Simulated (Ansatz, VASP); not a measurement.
# B3As: VASP beside Ansatz

INCAR

```
SYSTEM = B3As
PREC     = Accurate       ! precision mode
ENCUT    = 500            ! plane-wave cutoff, eV
EDIFF    = 1E-7           ! SCF threshold, eV
ISMEAR   = 0              ! smearing method
SIGMA    = 0.1            ! smearing width, eV
LREAL    = .False.        ! projectors in reciprocal space
LASPH    = .True.         ! aspherical terms in the spheres
NELM     = 120            ! most SCF steps
ALGO     = Normal         ! electronic algorithm
ISIF     = 3              ! what is computed and relaxed
LWAVE    = .False.        ! write WAVECAR
LCHARG   = .False.        ! write CHGCAR
GGA      = PE             ! functional
IBRION   = 2              ! ionic algorithm
NSW      = 100            ! ionic steps
EDIFFG   = -0.01          ! ionic threshold
GGA_COMPAT= .False.      
NELMIN   = 4
```

File KPOINTS:

```
Automatic mesh
0
Gamma
  16 14 10
  0 0 0
```

The input POSCAR:

```
B3As
1.0
    2.8335471644      0.0000000000      0.0000000000
    0.0160974053      3.3035487644      0.0000000000
    1.4019057518      0.8999775071      4.9640172133
B As
3 1
Direct
    0.7873998347      0.4372827481      0.2038219603
    0.3493481082      0.2338875660      0.0805237641
    0.8258279521      0.9558006659      0.1341133296
    0.5482476866      0.4047656615      0.6481326127
```

Input for Ansatz:

```yaml
crystal:
  lattice:
    - [2.8335471644, 0.0, 0.0]
    - [0.0160974053, 3.3035487644, 0.0]
    - [1.4019057518, 0.8999775071, 4.9640172133]
  atoms:
    - { symbol: B, position: [0.7873998347, 0.4372827481, 0.2038219603] }
    - { symbol: B, position: [0.3493481082, 0.233887566, 0.0805237641] }
    - { symbol: B, position: [0.8258279521, 0.9558006659, 0.1341133296] }
    - { symbol: As, position: [0.5482476866, 0.4047656615, 0.6481326127] }
basis:
  ecutwfc: 420
kpoints:
  mp_grid: { grid: [16, 14, 10] }
hamiltonian:
  xc: pbe
scf:
  occupations: { method: gaussian, width: 0.1 }
output:
  forces: true
  stress: true
  eigenvalues: true
relax:
  adjacent_minimum: "off"
  f_tol: 0.01
  max_steps: 80
  cell: { stress_tol: 0.05 }
```

Alike in both runs: task relaxation of cell and atoms; functional PBE; k mesh 16 × 14 × 10; occupations gaussian, width 0.1 eV; no spin polarisation.

|  | VASP | Ansatz |
| --- | --- | --- |
| version | VASP 6.6.1 | Ansatz 0.2.0 |
| potentials or method | VASP PAW PBE potentials, release 64 (B, As), cutoff 500 eV | scalar-relativistic, plane waves, PAW |
| valence electrons in the cell | 14 | 24 |

VASP gave:

* gap on the k mesh at the Fermi level, each at its own relaxed structure (eV): none
* relaxed volume (Å³/atom): 11.52
* relaxed length of the cell vector where the two differ most in proportion (Å): 5.157

Q: What did Ansatz give for the same quantities?

A: gap on the k mesh at the Fermi level, each at its own relaxed structure (eV): none; relaxed volume (Å³/atom): 11.49; relaxed length of the cell vector where the two differ most in proportion (Å): 5.146.

A gap of «none» marks a metal or a gap that the smearing closes. VASP's potentials hold 14 valence electrons a cell and Ansatz's 24, so a difference there can come from the potentials and not from the codes.
